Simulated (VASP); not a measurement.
**ZnSe: single point with LDA**

The system is ZnSe.

```
Zn Se
1.0
     2.76984    2.76984    0.00000
    -2.76984    2.76984    0.00000
     0.00000    2.76984    2.79211
Zn Se
1 1
Cartesian
  0.0000 0.0000 0.0000
  1.3849 4.1548 1.3961
```

This cell differs from its parent crystal: in-plane strain -0.005.

```json
{"Program": "VASP 6.6.1", "Task": "single point", "Functional": "LDA", "Potentials or basis": "VASP PAW LDA potentials, release 64 (Zn, Se)", "Cutoff": "520 eV", "k mesh": "8 × 8 × 8", "Occupations": "gaussian, width 0.01 eV", "Spin": "no spin polarisation"}
```

```yaml
Pressure: 0.9 GPa
Band_gap_on_the_k_mesh: 1.31 eV, direct
```

Stress tensor (GPa, compression positive):
```
1.00 0.00 0.00
0.00 1.00 0.00
0.00 0.00 0.69
```

Levels at points of the mesh, in eV from the valence-band top:
```tsv
k point	band 5	band 6	band 7	band 8	band 9	band 10	band 11	band 12	band 13	band 14
(0.00, 0.00, 0.00)	-6.51	-6.51	-0.03	0.00	0.00	1.31	5.67	5.67	5.67	9.87
(0.50, 0.00, 0.00)	-6.49	-6.33	-5.70	-1.00	-0.95	2.47	6.23	6.29	8.49	11.04
(0.50, 0.50, 0.00)	-6.45	-6.30	-5.09	-2.46	-2.45	2.64	3.28	11.00	11.45	11.54
(0.00, 0.00, 0.50)	-6.46	-6.31	-5.14	-2.41	-2.41	2.69	3.35	10.92	11.50	11.50
```

Wall time 33 s on 1 thread of Intel(R) Xeon(R) Platinum 8375C CPU @ 2.90GHz (Ice Lake), on a shared host, peak memory 0.17 GiB.

Caveat: the cell differs from its parent crystal (in-plane strain -0.005).
